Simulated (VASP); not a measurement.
# GaN (P6_3mc) in VASP: further runs

Runs on GaN. Level: PBE. Tasks: single point.

Everything below comes from runs of VASP 6.6.1. Logs are shortened: lines on timing, memory, paths and dates and some standing lists are left out, and cuts for length are marked.

## (1) The cell of the first run

It takes space group P6_3mc (No. 186, hexagonal). Conventional cell: a = 3.183 Å, b = 3.183 Å, c = 5.184 Å, α = 90.00°, β = 90.00°, γ = 120.00°. Ga (site symmetry 3m) has 4 N at 1.95 Å within 2.6 Å. Within 2.6 Å of N (site symmetry 3m) lie 4 Ga at 1.95 Å.

## (2) Single point, PBE

The input, INCAR:

```
SYSTEM = GaN
ALGO = Normal ; EDIFF = 1E-6
ENCUT = 520 ; GGA = PE
ISIF = 2 ; ISMEAR = 0
LASPH = .True. ; LCHARG = .True.
LELF = .True. ; LREAL = .False.
LVHAR = .True. ; LWAVE = .False.
NBANDS = 26 ; NELM = 100
PREC = Accurate ; SIGMA = 0.01
```

The input, KPOINTS:

```
k-points
0
Gamma
  9 9 4
  0 0 0
```

The input, POSCAR:

```
GaN
1.0
    3.1831494038      0.0000000000      0.0000000000
   -1.5915747019      2.7566882477      0.0000000000
    0.0000000000      0.0000000000      5.1836255107
Ga N
2 2
Direct
    0.3333333333      0.6666666667     -0.0008868064
    0.6666666667      0.3333333333      0.4991131936
    0.3333333333      0.6666666667      0.3758868064
    0.6666666667      0.3333333333      0.8758868064
```

Potentials or basis: VASP PAW PBE potentials, release 64 (Ga_d, N).

Run with:

```sh
$ cat potpaw_PBE.64/Ga_d/POTCAR potpaw_PBE.64/N/POTCAR > POTCAR
$ mpirun -np 1 vasp_std > vasp.out
```

OUTCAR:

```text
SYSTEM = GaN
   EDIFF = 1E-6
   ENCUT = 520
   GGA = PE
   ISIF = 2
   ISMEAR = 0
   LASPH = .True.
   LREAL = .False.
   NELM = 100
   PREC = Accurate

 ion  position               nearest neighbor table
   1  0.333  0.667  0.999-   4 1.95   4 1.95   4 1.95   3 1.95
   2  0.667  0.333  0.499-   3 1.95   3 1.95   3 1.95   4 1.95
   3  0.333  0.667  0.376-   2 1.95   2 1.95   2 1.95   1 1.95
   4  0.667  0.333  0.876-   1 1.95   1 1.95   1 1.95   2 1.95

  LATTYP: Found a hexagonal cell.
 ALAT       =     3.1831494038
 C/A-ratio  =     1.6284581253

  Lattice vectors:

 A1 = (   3.1831494038,   0.0000000000,   0.0000000000)
 A2 = (  -1.5915747019,   2.7566882477,   0.0000000000)
 A3 = (   0.0000000000,   0.0000000000,   5.1836255107)

Analysis of symmetry for initial positions (statically):
=====================================================================
 Subroutine PRICEL returns:
 Original cell was already a primitive cell.

 Routine SETGRP: Setting up the symmetry group for a
 hexagonal supercell.

 Subroutine GETGRP returns: Found 12 space group operations
 (whereof  6 operations were pure point group operations)
 out of a pool of 24 trial point group operations.

The static configuration has the point symmetry C_3v.
 The point group associated with its full space group is C_6v.

Analysis of symmetry for dynamics (positions and initial velocities):
=====================================================================
 Subroutine PRICEL returns:
 Original cell was already a primitive cell.

 Routine SETGRP: Setting up the symmetry group for a
 hexagonal supercell.

 Subroutine GETGRP returns: Found 12 space group operations
 (whereof  6 operations were pure point group operations)
 out of a pool of 24 trial point group operations.

The dynamic configuration has the point symmetry C_3v.
 The point group associated with its full space group is C_6v.

 Subroutine INISYM returns: Found 12 space group operations
 (whereof  6 operations are pure point group operations),
 and found     1 'primitive' translations

----------------------------------------------------------------------------------------

                                     Primitive cell

  volume of cell :      45.4861

  direct lattice vectors                    reciprocal lattice vectors
     3.183149404  0.000000000  0.000000000     0.314154277  0.181377056  0.000000000
    -1.591574702  2.756688248  0.000000000     0.000000000  0.362754113  0.000000000
     0.000000000  0.000000000  5.183625511     0.000000000  0.000000000  0.192915171

  length of vectors
     3.183149404  3.183149404  5.183625511     0.362754113  0.362754113  0.192915171

  position of ions in fractional coordinates (direct lattice)
     0.333333333  0.666666667  0.999113194
     0.666666667  0.333333333  0.499113194
     0.333333333  0.666666667  0.375886806
     0.666666667  0.333333333  0.875886806

  ion indices of the primitive-cell ions
   primitive index   ion index
                 1           1
                 2           2
                 3           3
                 4           4

----------------------------------------------------------------------------------------

 KPOINTS: k-points

Automatic generation of k-mesh.
 Grid dimensions read from file:
 generate k-points for:    9    9    4

 Generating k-lattice:

  Cartesian coordinates                     Fractional coordinates (reciprocal lattice)
     0.034906031  0.020153006  0.000000000     0.111111111  0.000000000  0.000000000
     0.000000000  0.040306013  0.000000000     0.000000000  0.111111111  0.000000000
     0.000000000  0.000000000  0.048228793     0.000000000  0.000000000  0.250000000

  Length of vectors
     0.040306013  0.040306013  0.048228793

  Shift w.r.t. Gamma in fractional coordinates (k-lattice)
     0.000000000  0.000000000  0.000000000

 Subroutine IBZKPT returns following result:
 ===========================================

 Found     36 irreducible k-points:

 Following reciprocal coordinates:
            Coordinates               Weight
  0.000000  0.000000  0.000000      1.000000
  0.111111  0.000000  0.000000      6.000000
  0.222222  0.000000  0.000000      6.000000
  0.333333  0.000000  0.000000      6.000000
  0.444444  0.000000  0.000000      6.000000
  0.111111  0.111111  0.000000      6.000000
[... 16 lines left out ...]
  0.333333  0.222222  0.250000     24.000000
  0.333333  0.333333  0.250000      4.000000
 [... further k-points ...]
   k-points           NKPTS =     36   k-points in BZ     NKDIM =     36   number of bands    NBANDS=     26
   number of dos      NEDOS =    301   number of ions     NIONS =      4
   total plane-waves  NPLWV =  23040
   dimension x,y,z NGX =    24 NGY =   24 NGZ =   40
   dimension x,y,z NGXF=    48 NGYF=   48 NGZF=   80
   ions per type =               2   2
   NGX,Y,Z   is equivalent  to a cutoff of  12.53, 12.53, 12.83 a.u.
   NGXF,Y,Z  is equivalent  to a cutoff of  25.07, 25.07, 25.66 a.u.
 SYSTEM =  GaN
   PREC   = accura    normal or accurate (medium, high low for compatibility)
   ISTART =      0    job   : 0-new  1-cont  2-samecut
   ICHARG =      2    charge: 1-file 2-atom 10-const
   ISPIN  =      1    spin polarized calculation?
   LNONCOLLINEAR =      F non collinear calculations
   LSORBIT =      F    spin-orbit coupling
   LASPH  =      T    aspherical Exc in radial PAW
   ENCUT  =  520.0 eV  38.22 Ry    6.18 a.u.   5.92  5.92  9.64*2*pi/ulx,y,z
   NELM   =    100;   NELMIN=  2; NELMDL= -5     # of ELM steps
   EDIFF  = 0.1E-05   stopping-criterion for ELM
   LREAL  =      F    real-space projection
   EDIFFG = 0.1E-04   stopping-criterion for IOM
   NSW    =      0    number of steps for IOM
   IBRION =     -1    ionic relax: 0-MD 1-quasi-New 2-CG
   NFREE  =      0    steps in history (QN), initial steepest desc. (CG)
   ISIF   =      2    stress and relaxation
   ISYM   =      2    0-nonsym 1-usesym 2-fastsym
   POTIM  = 0.5000    time-step for ionic-motion
   TEBEG  =    0.0;   TEEND  =   0.0 temperature during run
   PSTRESS=    0.0 pullay stress
   NELECT =      36.0000    total number of electrons
   NUPDOWN=      -1.0000    fix difference up-down
   EMIN   =  10.00;   EMAX   =-10.00  energy-range for DOS
   EFERMI =   0.00;   METHOD = LEGACY
   ISMEAR =     0;   SIGMA  =   0.01  broadening in eV -4-tet -1-fermi 0-gaus
   EFERMI_NEDOS =   21; number of points for ismear=-14 and -15
   IALGO  =     38    algorithm
   IMIX   =      4    mixing-type and parameters
     AMIX     =   0.40;   BMIX     =  1.00
     AMIX_MAG =   1.60;   BMIX_MAG =  1.00
  volume/ion in A,a.u.               =      11.37        76.74
  Fermi-wavevector in a.u.,A,eV,Ry     =   1.514315  2.861640 31.200200  2.293150
  Thomas-Fermi vector in A             =   2.623989
   LORBIT       =      0    0 simple, 1 ext, 2 COOP (PROOUT), +10 PAW based schemes
   GGA     = PE    functional components
   LHFCALC =     F    Hartree Fock is set to
   AEXX    =    0.0000 exact exchange contribution
   IVDW    =     0    specifies the selected vdW correction
   LEPSILON=     F    determine dielectric tensor
   LRPA    =     F    only Hartree local field effects (RPA)
 non-spin polarized calculation
 Gauss-broadening in eV      SIGMA  =   0.01
  energy-cutoff  :      520.00
  volume of cell :       45.49
 maximum number of plane-waves:      1248
 NGX is ok and might be reduce to    24
   NGX = 11   NGY = 11   NGZ = 19

 number of electron      35.9999993 magnetization

 Free energy of the ion-electron system (eV)
  ---------------------------------------------------
  ext. energy  EPLUGINS =         0.00000000
  ---------------------------------------------------
  free energy    TOTEN  =       -24.29699184 eV

  energy without entropy =      -24.29699184  energy(sigma->0) =      -24.29699184

 E-fermi :   5.4100     XC(G=0): -11.6932

 val. band max:        5.3665808591   @ k =   0.0000   0.0000   0.0000
 cond. band min:       7.3084464766   @ k =   0.0000   0.0000   0.0000
 fundamental gap:      1.9418656175
 Fermi energy:         5.4100470962

 k-point     1 :       0.0000    0.0000    0.0000
  band No.  band energies     occupation
      1     -10.6502      2.00000
      2      -9.7151      2.00000
      3      -8.0745      2.00000
      4      -8.0594      2.00000
      5      -8.0594      2.00000
      6      -7.9973      2.00000
[... 18 lines left out ...]
     25      17.1039      0.00000
     26      17.1039      0.00000

 k-point     2 :       0.1111    0.0000    0.0000
  band No.  band energies     occupation
      1     -10.5294      2.00000
      2      -9.6839      2.00000
      3      -8.0619      2.00000
      4      -8.0419      2.00000
      5      -8.0206      2.00000
      6      -7.9825      2.00000
[... 18 lines left out ...]
     25      16.6519      0.00000
     26      17.3669      0.00000

 k-point     3 :       0.2222    0.0000    0.0000
  band No.  band energies     occupation
      1     -10.2275      2.00000
      2      -9.6183      2.00000
      3      -8.0263      2.00000
      4      -8.0067      2.00000
      5      -7.9484      2.00000
      6      -7.9116      2.00000
[... 18 lines left out ...]
     25      16.8503      0.00000
     26      17.9239      0.00000

 k-point     4 :       0.3333    0.0000    0.0000
  band No.  band energies     occupation
      1      -9.9150      2.00000
      2      -9.5665      2.00000
      3      -8.0062      2.00000
      4      -7.9869      2.00000
      5      -7.9042      2.00000
      6      -7.8440      2.00000
[... 18 lines left out ...]
     25      16.9988      0.00000
     26      18.6214      0.00000
[... 496 lines left out ...]
      1      -9.7248      2.00000
      2      -9.5586      2.00000
      3      -7.9990      2.00000
      4      -7.9626      2.00000
      5      -7.9036      2.00000
      6      -7.8832      2.00000
[... 18 lines left out ...]
     25      16.7576      0.00000
     26      18.7524      0.00000

 k-point    23 :       0.3333    0.2222    0.2500
  band No.  band energies     occupation
      1      -9.6203      2.00000
      2      -9.5441      2.00000
      3      -8.0107      2.00000
      4      -7.9439      2.00000
      5      -7.9011      2.00000
      6      -7.8462      2.00000
[... 18 lines left out ...]
     25      17.6448      0.00000
     26      18.8159      0.00000

 k-point    24 :       0.3333    0.3333    0.2500
  band No.  band energies     occupation
      1      -9.5628      2.00000
      2      -9.5628      2.00000
      3      -8.0208      2.00000
      4      -7.9050      2.00000
      5      -7.9050      2.00000
      6      -7.8438      2.00000
[... 18 lines left out ...]
     25      18.5257      0.00000
     26      18.9408      0.00000

 [... further k-points ...]
[... 5 lines left out ...]
  --------------------------------------------------------------------------------------
  -------------------------------------------------------------------------------------
  Total        1.7694513      1.7694513      1.8009837      0.0000000     -0.0000000      0.0000000
  in kB       62.3262358     62.3262358     63.4369177      0.0000000     -0.0000000      0.0000000
  external PRESSURE =      62.6964631 kB  Pullay stress =       0.0000000 kB

 VOLUME and BASIS-vectors are now :
 -----------------------------------------------------------------------------
  energy-cutoff  :      520.00
  volume of cell :       45.49
      direct lattice vectors                 reciprocal lattice vectors
     3.183149404  0.000000000  0.000000000     0.314154277  0.181377056  0.000000000
    -1.591574702  2.756688248  0.000000000     0.000000000  0.362754113  0.000000000
     0.000000000  0.000000000  5.183625511     0.000000000  0.000000000  0.192915171

 POSITION                                       TOTAL-FORCE (eV/Angst)
 -----------------------------------------------------------------------------------
     -0.00000      1.83779      5.17903        -0.000000      0.000000      0.004827
      1.59157      0.91890      2.58722         0.000000     -0.000000      0.004827
     -0.00000      1.83779      1.94846        -0.000000      0.000000     -0.004827
      1.59157      0.91890      4.54027         0.000000      0.000000     -0.004827
 -----------------------------------------------------------------------------------
    total drift:                               -0.000001     -0.000001     -0.001093

  FREE ENERGIE OF THE ION-ELECTRON SYSTEM (eV)
  ---------------------------------------------------
  free  energy   TOTEN  =       -24.2969918364 eV

  energy  without entropy=      -24.2969918364  energy(sigma->0) =      -24.29699184
```

Run time: 70 s. Hardware: 1 thread of AMD EPYC 7R43 (Zen 3), shared host; peak memory 0.13 GiB.

What came out:

```yaml
Free_energy: -24.2970 eV
Pressure: 6.3 GPa
Largest_force: 0.005 eV/Å
Band_gap_on_the_k_mesh: 1.94 eV, direct
```

Forces in eV/Å, atoms in the order of the input:
```
Ga   0.000  0.000  0.005
Ga   0.000  0.000  0.005
N    0.000  0.000 -0.005
N    0.000  0.000 -0.005
```

## (3) Single point, PBE

The input, INCAR:

```
  ALGO = Normal
  EDIFF = 1E-6
  ENCUT = 520
  GGA = PE
  ISIF = 2
  ISMEAR = 0
  LASPH = T
  LCHARG = T
  LELF = T
  LREAL = F
  LVHAR = T
  LWAVE = F
  NBANDS = 26
  NELM = 60
  PREC = Accurate
  SIGMA = 0.01
```

The input, KPOINTS:

```
k-points
0
Gamma
  9 9 4
```

POSCAR is that of step 2.

Potentials or basis: VASP PAW PBE potentials, release 64 (Ga_d, N).

Run with:

```sh
$ cat potpaw_PBE.64/Ga_d/POTCAR potpaw_PBE.64/N/POTCAR > POTCAR
$ mpirun -np 1 vasp_std > vasp.out
```

It took 74 s on 1 thread of AMD EPYC 7R43 (Zen 3), shared host; peak memory 0.14 GiB.

The run converged. Its results:

- Free energy: -24.2970 eV
- Pressure: 6.3 GPa
- Largest force: 0.005 eV/Å
- Band gap on the k mesh: 1.94 eV, direct

Forces in eV/Å, atoms in the order of the input:
```
Ga   0.000  0.000  0.005
Ga   0.000  0.000  0.005
N    0.000  0.000 -0.005
N    0.000  0.000 -0.005
```

Stress tensor (GPa, compression positive):
```
6.23 0.00 0.00
0.00 6.23 0.00
0.00 0.00 6.34
```

Levels at points of the mesh, in eV from the valence-band top:
```
           k point  band 15  band 16  band 17  band 18  band 19  band 20  band 21  band 22
(0.00, 0.00, 0.00)    -1.04    -0.04     0.00     0.00     1.94     4.28     9.22     9.92
(0.00, 0.00, 0.50)    -0.53    -0.53    -0.53    -0.53     4.28     4.28     8.49     8.49
```

PBE gaps usually lie below the measured ones, often by a third to a half.
